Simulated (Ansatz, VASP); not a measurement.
# Two plane-wave programs on HfNbSe4

File INCAR:

```
SYSTEM = HfNbSe4
ALGO = Normal ; EDIFF = 1E-6
EDIFFG = -0.04 ; ENCUT = 600
GGA = PE ; IBRION = 2
ISIF = 3 ; ISMEAR = 0
ISPIN = 2 ; LASPH = .TRUE.
LCHARG = .FALSE. ; LMAXMIX = 4
LORBIT = 11 ; LREAL = .FALSE.
LWAVE = .FALSE. ; MAGMOM = 0 0 0 0 0 0
NELM = 150 ; NSW = 90
PREC = Accurate ; SIGMA = 0.1
```

KPOINTS

```
k-points
0
G
  6 6 2
  0 0 0
```

POSCAR

```
HfNbSe4
1.0
    4.5273156800      0.0000000000      0.0000000000
   -2.2636578400      3.9207703900      0.0000000000
    0.0000000000      0.0000000000      8.9107066100
Hf Nb Se
1 1 4
Direct
    0.0000000000      0.0000000000      0.1595367200
    0.0000000000      0.0000000000      0.8246300600
    0.3333333300      0.6666666700      0.6826757500
    0.6666666700      0.3333333300      0.6826757500
    0.3333333300      0.6666666700      0.0450475900
    0.6666666700      0.3333333300      0.0450475900
```

Input for Ansatz:

```yaml
crystal:
  lattice:
    - [4.52731568, 0.0, 0.0]
    - [-2.26365784, 3.92077039, 0.0]
    - [0.0, 0.0, 8.91070661]
  atoms:
    - { symbol: Hf, position: [0.0, 0.0, 0.15953672] }
    - { symbol: Nb, position: [0.0, 0.0, 0.82463006] }
    - { symbol: Se, position: [0.33333333, 0.66666667, 0.68267575] }
    - { symbol: Se, position: [0.66666667, 0.33333333, 0.68267575] }
    - { symbol: Se, position: [0.33333333, 0.66666667, 0.04504759] }
    - { symbol: Se, position: [0.66666667, 0.33333333, 0.04504759] }
basis:
  ecutwfc: 420
kpoints:
  mp_grid: { grid: [6, 6, 2] }
hamiltonian:
  xc: pbe
scf:
  occupations: { method: gaussian, width: 0.1 }
  lower_state_search: "off"
output:
  forces: true
  stress: true
  eigenvalues: true
  populations: true
magnetization:
  spin_polarized: true
relax:
  adjacent_minimum: "off"
  f_tol: 0.04
  max_steps: 70
  cell: { stress_tol: 0.4 }
```

Alike in both runs: task relaxation of cell and atoms; functional PBE; k mesh 6 × 6 × 2; occupations gaussian, width 0.1 eV; collinear spin.

|  | VASP | Ansatz |
| --- | --- | --- |
| version | VASP 6.6.1 | Ansatz 0.2.0 |
| potentials or method | VASP PAW PBE potentials, release 64 (Hf_pv, Nb_sv, Se), cutoff 600 eV | scalar-relativistic, plane waves, PAW |
| valence electrons in the cell | 47 | 103 |

VASP gave:

- gap on the k mesh at the Fermi level, each at its own relaxed structure (eV): none
- net moment per atom (μB): 0.00
- relaxed volume (Å³/atom): 27.57
- relaxed cell length with the largest relative difference (Å): 8.461

Task: Which values does Ansatz return?

Result: gap on the k mesh at the Fermi level, each at its own relaxed structure (eV): none; net moment per atom (μB): 0.00; relaxed volume (Å³/atom): 29.18; relaxed cell length with the largest relative difference (Å): 8.942.

A gap of «none» marks a metal or a gap that the smearing closes. One of these differences is far larger than is usual between the two programs; its cause wasn't traced. VASP's potentials hold 47 valence electrons a cell and Ansatz's 103, so a difference there can come from the potentials and not from the codes. Ansatz's warnings: no starting moments.

Neither program's run includes spin-orbit coupling.
